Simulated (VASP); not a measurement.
# TaN (Fm-3m) in VASP: notebook

TaN is run at these levels: LDA, PBE; tasks: single point.

Everything below comes from runs of VASP 6.6.1. Logs are shortened: lines on timing, memory, paths and dates and some standing lists are left out, and cuts for length are marked.

### 1 The cell of the first run

The structure is cubic, space group Fm-3m (No. 225). The conventional cell has a = 4.363 Å, b = 4.363 Å, c = 4.363 Å, α = 90.00°, β = 90.00°, γ = 90.00°. Ta (site symmetry m-3m) has 6 N at 2.18 Å within 2.9 Å. Within 2.9 Å of N (site symmetry m-3m) lie 6 Ta at 2.18 Å.

### 2 Single point, LDA

Contents of INCAR:

```
SYSTEM = TaN
ALGO     = Normal         ! electronic algorithm
EDIFF    = 1E-6           ! SCF threshold, eV
ENCUT    = 520            ! plane-wave cutoff, eV
ISIF     = 2              ! what is computed and relaxed
ISMEAR   = -1             ! smearing method
LASPH    = .TRUE.         ! aspherical terms in the spheres
LCHARG   = .FALSE.        ! write CHGCAR
LREAL    = .FALSE.        ! projectors in reciprocal space
LWAVE    = .FALSE.        ! write WAVECAR
NBANDS   = 15             ! bands
NELM     = 80             ! most SCF steps
PREC     = Accurate       ! precision mode
SIGMA    = 0.05           ! smearing width, eV
```

Contents of KPOINTS:

```
k-points
0
G
  10 10 10
  0 0 0
```

Contents of POSCAR:

```
TaN
1.0
    0.0000000000      2.1814365931      2.1814365931
    2.1814365931      0.0000000000      2.1814365931
    2.1814365931      2.1814365931      0.0000000000
Ta N
1 1
Direct
    0.5000000000      0.5000000000      0.5000000000
    0.0000000000      0.0000000000      0.0000000000
```

Potentials or basis: VASP PAW LDA potentials, release 64 (Ta_pv, N).

Run with:

```sh
$ cat potpaw_LDA.64/Ta_pv/POTCAR potpaw_LDA.64/N/POTCAR > POTCAR
$ mpirun -np 1 vasp_std > vasp.out
```

OUTCAR:

```text
SYSTEM = TaN
   EDIFF = 1E-6
   ENCUT = 520
   ISIF = 2
   ISMEAR = -1
   LASPH = .TRUE.
   LREAL = .FALSE.
   NELM = 80
   PREC = Accurate

 ion  position               nearest neighbor table
   1  0.500  0.500  0.500-   2 2.18   2 2.18   2 2.18   2 2.18   2 2.18   2 2.18
   2  0.000  0.000  0.000-   1 2.18   1 2.18   1 2.18   1 2.18   1 2.18   1 2.18

  LATTYP: Found a face centered cubic cell.
 ALAT       =     4.3628731862

  Lattice vectors:

 A1 = (   0.0000000000,   2.1814365931,   2.1814365931)
 A2 = (   2.1814365931,   0.0000000000,   2.1814365931)
 A3 = (   2.1814365931,   2.1814365931,   0.0000000000)

Analysis of symmetry for initial positions (statically):
=====================================================================
 Subroutine PRICEL returns:
 Original cell was already a primitive cell.

 Routine SETGRP: Setting up the symmetry group for a
 face centered cubic supercell.

 Subroutine GETGRP returns: Found 48 space group operations
 (whereof 48 operations were pure point group operations)
 out of a pool of 48 trial point group operations.

The static configuration has the point symmetry O_h .

Analysis of symmetry for dynamics (positions and initial velocities):
=====================================================================
 Subroutine PRICEL returns:
 Original cell was already a primitive cell.

 Routine SETGRP: Setting up the symmetry group for a
 face centered cubic supercell.

 Subroutine GETGRP returns: Found 48 space group operations
 (whereof 48 operations were pure point group operations)
 out of a pool of 48 trial point group operations.

The dynamic configuration has the point symmetry O_h .

 Subroutine INISYM returns: Found 48 space group operations
 (whereof 48 operations are pure point group operations),
 and found     1 'primitive' translations

----------------------------------------------------------------------------------------

                                     Primitive cell

  volume of cell :      20.7615

  direct lattice vectors                    reciprocal lattice vectors
     0.000000000  2.181436593  2.181436593    -0.229206754  0.229206754  0.229206754
     2.181436593  0.000000000  2.181436593     0.229206754 -0.229206754  0.229206754
     2.181436593  2.181436593  0.000000000     0.229206754  0.229206754 -0.229206754

  length of vectors
     3.085017215  3.085017215  3.085017215     0.396997743  0.396997743  0.396997743

  position of ions in fractional coordinates (direct lattice)
     0.500000000  0.500000000  0.500000000
     0.000000000  0.000000000  0.000000000

  ion indices of the primitive-cell ions
   primitive index   ion index
                 1           1
                 2           2

----------------------------------------------------------------------------------------

 KPOINTS: k-points

Automatic generation of k-mesh.
 Grid dimensions read from file:
 generate k-points for:   10   10   10

 Generating k-lattice:

  Cartesian coordinates                     Fractional coordinates (reciprocal lattice)
    -0.022920675  0.022920675  0.022920675     0.100000000  0.000000000  0.000000000
     0.022920675 -0.022920675  0.022920675     0.000000000  0.100000000  0.000000000
     0.022920675  0.022920675 -0.022920675     0.000000000  0.000000000  0.100000000

  Length of vectors
     0.039699774  0.039699774  0.039699774

  Shift w.r.t. Gamma in fractional coordinates (k-lattice)
     0.000000000  0.000000000  0.000000000

 Subroutine IBZKPT returns following result:
 ===========================================

 Found     47 irreducible k-points:

 Following reciprocal coordinates:
            Coordinates               Weight
  0.000000  0.000000  0.000000      1.000000
  0.100000  0.000000  0.000000      8.000000
  0.200000  0.000000  0.000000      8.000000
  0.300000  0.000000  0.000000      8.000000
  0.400000  0.000000  0.000000      8.000000
  0.500000  0.000000  0.000000      4.000000
[... 16 lines left out ...]
  0.300000  0.300000  0.000000      6.000000
  0.400000  0.300000  0.000000     24.000000
 [... further k-points ...]
   k-points           NKPTS =     47   k-points in BZ     NKDIM =     47   number of bands    NBANDS=     15
   number of dos      NEDOS =    301   number of ions     NIONS =      2
   total plane-waves  NPLWV =  13824
   dimension x,y,z NGX =    24 NGY =   24 NGZ =   24
   dimension x,y,z NGXF=    48 NGYF=   48 NGZF=   48
   ions per type =               1   1
   NGX,Y,Z   is equivalent  to a cutoff of  12.93, 12.93, 12.93 a.u.
   NGXF,Y,Z  is equivalent  to a cutoff of  25.87, 25.87, 25.87 a.u.
 SYSTEM =  TaN
   PREC   = accura    normal or accurate (medium, high low for compatibility)
   ISTART =      0    job   : 0-new  1-cont  2-samecut
   ICHARG =      2    charge: 1-file 2-atom 10-const
   ISPIN  =      1    spin polarized calculation?
   LNONCOLLINEAR =      F non collinear calculations
   LSORBIT =      F    spin-orbit coupling
   LASPH  =      T    aspherical Exc in radial PAW
   ENCUT  =  520.0 eV  38.22 Ry    6.18 a.u.   5.74  5.74  5.74*2*pi/ulx,y,z
   NELM   =     80;   NELMIN=  2; NELMDL= -5     # of ELM steps
   EDIFF  = 0.1E-05   stopping-criterion for ELM
   LREAL  =      F    real-space projection
   EDIFFG = 0.1E-04   stopping-criterion for IOM
   NSW    =      0    number of steps for IOM
   IBRION =     -1    ionic relax: 0-MD 1-quasi-New 2-CG
   NFREE  =      0    steps in history (QN), initial steepest desc. (CG)
   ISIF   =      2    stress and relaxation
   ISYM   =      2    0-nonsym 1-usesym 2-fastsym
   POTIM  = 0.5000    time-step for ionic-motion
   TEBEG  =    0.0;   TEEND  =   0.0 temperature during run
   PSTRESS=    0.0 pullay stress
   NELECT =      16.0000    total number of electrons
   NUPDOWN=      -1.0000    fix difference up-down
   EMIN   =  10.00;   EMAX   =-10.00  energy-range for DOS
   EFERMI =   0.00;   METHOD = LEGACY
   ISMEAR =    -1;   SIGMA  =   0.05  broadening in eV -4-tet -1-fermi 0-gaus
   EFERMI_NEDOS =   21; number of points for ismear=-14 and -15
   IALGO  =     38    algorithm
   IMIX   =      4    mixing-type and parameters
     AMIX     =   0.40;   BMIX     =  1.00
     AMIX_MAG =   1.60;   BMIX_MAG =  1.00
  volume/ion in A,a.u.               =      10.38        70.05
  Fermi-wavevector in a.u.,A,eV,Ry     =   1.500936  2.836358 30.651334  2.252809
  Thomas-Fermi vector in A             =   2.612372
   LORBIT       =      0    0 simple, 1 ext, 2 COOP (PROOUT), +10 PAW based schemes
   GGA     = CA    functional components
   LHFCALC =     F    Hartree Fock is set to
   AEXX    =    0.0000 exact exchange contribution
   IVDW    =     0    specifies the selected vdW correction
   LEPSILON=     F    determine dielectric tensor
   LRPA    =     F    only Hartree local field effects (RPA)
 non-spin polarized calculation
  energy-cutoff  :      520.00
  volume of cell :       20.76
 maximum number of plane-waves:       571
   NGX = 11   NGY = 11   NGZ = 11

 number of electron      16.0000001 magnetization

 Free energy of the ion-electron system (eV)
  ---------------------------------------------------
  ext. energy  EPLUGINS =         0.00000000
  ---------------------------------------------------
  free energy    TOTEN  =       -24.16353742 eV

  energy without entropy =      -24.15738602  energy(sigma->0) =      -24.16046172

 E-fermi :   9.6973     XC(G=0): -13.7921

 val. band max:        9.6714852601   @ k =   0.0000   0.0000   0.0000
 cond. band min:       9.7389898478   @ k =  -0.3000   0.3000   0.1000
 fundamental gap:      0.0675045877
 Fermi energy:         9.6972951368

 k-point     1 :       0.0000    0.0000    0.0000
  band No.  band energies     occupation
      1     -25.8528      2.00000
      2     -25.8528      2.00000
      3     -25.8528      2.00000
      4      -9.1203      2.00000
      5       5.8503      2.00000
      6       5.8503      2.00000
      7       5.8503      2.00000
      8       7.4696      2.00000
      9       7.4696      2.00000
     10       7.4696      2.00000
     11       9.6715      1.25252
     12       9.6715      1.25252
     13      11.6189      0.00000
     14      19.1685      0.00000
     15      21.1094      0.00000

 k-point     2 :       0.1000    0.0000    0.0000
  band No.  band energies     occupation
      1     -25.9514      2.00000
      2     -25.8617      2.00000
      3     -25.8617      2.00000
      4      -8.8634      2.00000
      5       4.7240      2.00000
      6       5.0567      2.00000
      7       5.0567      2.00000
      8       7.8421      2.00000
      9       7.8421      2.00000
     10       7.9439      2.00000
     11      10.6422      0.00000
     12      10.6422      0.00000
     13      12.2899      0.00000
     14      19.9233      0.00000
     15      21.1091      0.00000

 k-point     3 :       0.2000    0.0000    0.0000
  band No.  band energies     occupation
      1     -26.2007      2.00000
      2     -25.8846      2.00000
      3     -25.8846      2.00000
      4      -8.1638      2.00000
      5       2.8706      2.00000
      6       3.8146      2.00000
      7       3.8146      2.00000
      8       8.5344      2.00000
      9       8.6812      2.00000
     10       8.6812      2.00000
     11      12.6111      0.00000
     12      12.6111      0.00000
     13      13.7059      0.00000
     14      21.1075      0.00000
     15      21.6874      0.00000
[... 343 lines left out ...]
 k-point    23 :       0.3000    0.3000    0.0000
  band No.  band energies     occupation
      1     -26.4184      2.00000
      2     -26.0610      2.00000
      3     -26.0610      2.00000
      4      -7.6197      2.00000
      5       1.4225      2.00000
      6       4.7683      2.00000
      7       4.7683      2.00000
      8       4.9522      2.00000
      9      10.9613      0.00000
     10      12.1664      0.00000
     11      12.1664      0.00000
     12      12.9106      0.00000
     13      18.2297      0.00000
     14      21.1006      0.00000
     15      23.0694      0.00000

 k-point    24 :       0.4000    0.3000    0.0000
  band No.  band energies     occupation
      1     -26.5309      2.00000
      2     -26.1228      2.00000
      3     -26.0940      2.00000
      4      -7.4888      2.00000
      5       1.6800      2.00000
      6       3.7074      2.00000
      7       4.4432      2.00000
      8       5.7267      2.00000
      9      11.8698      0.00000
     10      12.6924      0.00000
     11      12.7721      0.00000
     12      13.8772      0.00000
     13      18.3185      0.00000
     14      20.6336      0.00000
     15      21.1522      0.00000

 [... further k-points ...]

------------------------ aborting loop because EDIFF is reached ----------------------------------------

  FORCE on cell =-STRESS in cart. coord.  units (eV):
  Direction    XX          YY          ZZ          XY          YZ          ZX
  --------------------------------------------------------------------------------------
  -------------------------------------------------------------------------------------
  Total       -0.2340992     -0.2340992     -0.2340992      0.0000000      0.0000000     -0.0000000
  in kB      -18.0656109    -18.0656109    -18.0656109      0.0000000      0.0000000     -0.0000000
  external PRESSURE =     -18.0656109 kB  Pullay stress =       0.0000000 kB

 VOLUME and BASIS-vectors are now :
 -----------------------------------------------------------------------------
  energy-cutoff  :      520.00
  volume of cell :       20.76
      direct lattice vectors                 reciprocal lattice vectors
     0.000000000  2.181436593  2.181436593    -0.229206754  0.229206754  0.229206754
     2.181436593  0.000000000  2.181436593     0.229206754 -0.229206754  0.229206754
     2.181436593  2.181436593  0.000000000     0.229206754  0.229206754 -0.229206754

 POSITION                                       TOTAL-FORCE (eV/Angst)
 -----------------------------------------------------------------------------------
      2.18144      2.18144      2.18144         0.000000      0.000000      0.000000
      0.00000      0.00000      0.00000        -0.000000     -0.000000     -0.000000
 -----------------------------------------------------------------------------------
    total drift:                                0.000000     -0.000000     -0.000000

  FREE ENERGIE OF THE ION-ELECTRON SYSTEM (eV)
  ---------------------------------------------------
  free  energy   TOTEN  =       -24.1635374209 eV

  energy  without entropy=      -24.1573860187  energy(sigma->0) =      -24.16046172
```

Wall time 6.1 s (1 thread of Intel Xeon Platinum 8488C (Sapphire Rapids), shared host); peak memory 0.14 GiB.

Results:

| Item | Value |
| --- | --- |
| Free energy | -24.1635 eV |
| Pressure | -1.8 GPa |
| Band gap on the k mesh | zero (band 8 reaches 11.62 eV, above the bottom of band 9 at 7.47 eV) |

Levels at points of the mesh, in eV from the Fermi level:
| k point | band 5 | band 6 | band 7 | band 8 | band 9 | band 10 | band 11 | band 12 |
| --- | --- | --- | --- | --- | --- | --- | --- | --- |
| (0.00, 0.00, 0.00) | -3.85 | -3.85 | -3.85 | -2.23 | -2.23 | -2.23 | -0.03 | -0.03 |
| (0.50, 0.00, 0.00) | -10.55 | -7.76 | -7.76 | 1.93 | 1.93 | 2.05 | 4.01 | 7.74 |
| (0.50, 0.50, 0.00) | -6.60 | -5.66 | -4.63 | -4.63 | 2.10 | 3.63 | 3.63 | 4.85 |

Caveat: spin-orbit coupling is left out, which moves the levels of the heavy elements.

### 3 Single point, PBE

This run uses another cell than the first one, of 10.16 Å³/atom, 0.979 times its volume.

Contents of INCAR:

```
SYSTEM = TaN
PREC = Accurate ; ENCUT = 520
EDIFF = 1E-6 ; ISMEAR = -1
SIGMA = 0.05 ; LREAL = .False.
LASPH = .True. ; NELM = 100
ALGO = Normal ; ISIF = 2
LWAVE = .False. ; LCHARG = .False.
GGA = PE ; NBANDS = 15
```

Contents of KPOINTS:

```
Automatic mesh
0
Gamma
  10 10 10
  0 0 0
```

Contents of POSCAR:

```
TaN
1.0
    0.0000000000      2.1661812927      2.1661812927
    2.1661812927      0.0000000000      2.1661812927
    2.1661812927      2.1661812927      0.0000000000
Ta N
1 1
Direct
    0.5000000000      0.5000000000      0.5000000000
    0.0000000000      0.0000000000      0.0000000000
```

Potentials or basis: VASP PAW PBE potentials, release 64 (Ta_pv, N).

Run with:

```sh
$ cat potpaw_PBE.64/Ta_pv/POTCAR potpaw_PBE.64/N/POTCAR > POTCAR
$ mpirun -np 1 vasp_std > vasp.out
```

Run time: 7.1 s. Hardware: 1 thread of Intel Xeon Platinum 8488C (Sapphire Rapids), shared host; peak memory 0.14 GiB.

The run converged. Its results:

```
Free energy            : -21.7565 eV
Pressure               : 22.7 GPa
Band gap on the k mesh : zero (band 8 reaches 12.10 eV, above the bottom of band 9 at 7.83 eV)
```

Levels at points of the mesh, in eV from the Fermi level:
```tsv
k point	band 5	band 6	band 7	band 8	band 9	band 10	band 11	band 12
(0.00, 0.00, 0.00)	-3.97	-3.97	-3.97	-2.27	-2.27	-2.27	0.04	0.04
(0.50, 0.00, 0.00)	-10.78	-7.94	-7.94	2.01	2.01	2.11	3.95	7.99
(0.50, 0.50, 0.00)	-6.75	-5.81	-4.76	-4.76	2.23	3.77	3.77	5.00
```

Caveat: spin-orbit coupling is left out, which moves the levels of the heavy elements.

[end of part 1 of 2]
